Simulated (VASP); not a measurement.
In2PtSe5:

```
In Pt Se
1.0
     2.40000   -6.35000    0.00000
     2.40000    6.35000    0.00000
     0.00000    0.00000   12.98000
In Pt Se
4 2 10
Direct
  0.86500 0.13500 0.44000
  0.86500 0.13500 0.06000
  0.13500 0.86500 0.94000
  0.13500 0.86500 0.56000
  0.19000 0.81000 0.25000
  0.81000 0.19000 0.75000
  0.04800 0.95200 0.38300
  0.04800 0.95200 0.11700
  0.31100 0.68900 0.42900
  0.31100 0.68900 0.07100
  0.95200 0.04800 0.88300
  0.95200 0.04800 0.61700
  0.68900 0.31100 0.92900
  0.68900 0.31100 0.57100
  0.76000 0.24000 0.25000
  0.24000 0.76000 0.75000
```

| Quantity | Value |
| --- | --- |
| Program | VASP 6.6.1 |
| Task | relaxation of cell and atoms |
| Functional | PBE |
| Potentials or basis | VASP PAW PBE potentials, release 64 (In_d, Pt, Se) |
| Cutoff | 600 eV |
| k mesh | 3 × 3 × 1 |
| Occupations | gaussian, width 0.15 eV |
| Spin | no spin polarisation |

At the start: pressure 11.1 GPa; volume 24.73 Å³/atom.

Question: Where does the relaxation end?

Answer: Over 28 steps the energy falls by 321.4 meV/atom and the volume is 28.13 Å³/atom (+13.8 %); space group Cmcm (No. 63, to 0.05 Å).

Step by step:
| step | energy change (eV) | largest force (eV/Å) | pressure (GPa) | volume (Å³) |
| --- | --- | --- | --- | --- |
| 1 | 0.0000 | 2.2722 | 11.15 | 395.63 |
| 2 | -2.7937 | 1.1403 | -4.75 | 501.66 |
| 3 | -3.1024 | 1.2238 | -2.09 | 468.85 |
| 4 | -4.0627 | 0.9389 | -0.32 | 457.40 |
| 5 | -4.2623 | 0.9950 | 1.47 | 449.98 |
| 6 | -4.5778 | 0.6919 | 0.26 | 461.31 |
| 7 | -4.5786 | 0.6897 | 0.22 | 461.91 |
| 8 | -4.6848 | 0.5100 | -0.79 | 465.44 |
| 9 | -4.6903 | 0.4576 | -1.05 | 466.45 |
| 10 | -4.7715 | 0.3808 | -0.44 | 460.10 |
| 11 | -4.8318 | 0.3770 | 0.83 | 448.15 |
| 12 | -4.9084 | 0.2938 | 0.74 | 447.87 |
| 13 | -5.0278 | 0.3841 | 0.47 | 446.88 |
| 14 | -5.0310 | 0.4427 | 0.42 | 446.66 |
| 15 | -5.0731 | 0.2570 | -0.35 | 451.00 |
| 16 | -5.0758 | 0.2087 | -0.61 | 452.44 |
| 17 | -5.0999 | 0.1645 | -0.01 | 448.36 |
| 18 | -5.1000 | 0.1713 | 0.04 | 448.09 |
| 19 | -5.1090 | 0.1586 | 0.09 | 447.68 |
| 20 | -5.1194 | 0.1817 | 0.27 | 446.46 |
| 21 | -5.1243 | 0.1823 | 0.17 | 447.34 |
| 22 | -5.1293 | 0.1858 | -0.04 | 449.08 |
| 23 | -5.1241 | 0.1920 | -0.44 | 452.59 |
| 24 | -5.1302 | 0.1876 | -0.15 | 449.94 |
| 25 | -5.1360 | 0.1212 | -0.01 | 449.54 |
| 26 | -5.1378 | 0.1807 | 0.25 | 448.81 |
| 27 | -5.1385 | 0.1392 | 0.15 | 449.09 |
| 28 | -5.1420 | 0.0689 | 0.02 | 450.09 |

Final structure:
```yaml
crystal:
  lattice:
    - [2.73923, -6.68168, 0.00000]
    - [2.73923, 6.68168, 0.00000]
    - [0.00000, 0.00000, 12.29572]
  atoms:
    - { symbol: In, position: [0.83829, 0.16171, 0.43656] }
    - { symbol: In, position: [0.83829, 0.16171, 0.06344] }
    - { symbol: In, position: [0.16171, 0.83829, 0.93656] }
    - { symbol: In, position: [0.16171, 0.83829, 0.56344] }
    - { symbol: Pt, position: [0.19424, 0.80576, 0.25000] }
    - { symbol: Pt, position: [0.80576, 0.19424, 0.75000] }
    - { symbol: Se, position: [0.05486, 0.94514, 0.38282] }
    - { symbol: Se, position: [0.05486, 0.94514, 0.11718] }
    - { symbol: Se, position: [0.31764, 0.68236, 0.40295] }
    - { symbol: Se, position: [0.31764, 0.68236, 0.09705] }
    - { symbol: Se, position: [0.94514, 0.05486, 0.88282] }
    - { symbol: Se, position: [0.94514, 0.05486, 0.61718] }
    - { symbol: Se, position: [0.68236, 0.31764, 0.90295] }
    - { symbol: Se, position: [0.68236, 0.31764, 0.59705] }
    - { symbol: Se, position: [0.72318, 0.27682, 0.25000] }
    - { symbol: Se, position: [0.27682, 0.72318, 0.75000] }
```

Caveat: the k points lie up to 0.51 Å⁻¹ apart in the final cell; the relaxation stopped at a loose force limit of 0.08 eV/Å, so its end isn't a converged minimum.
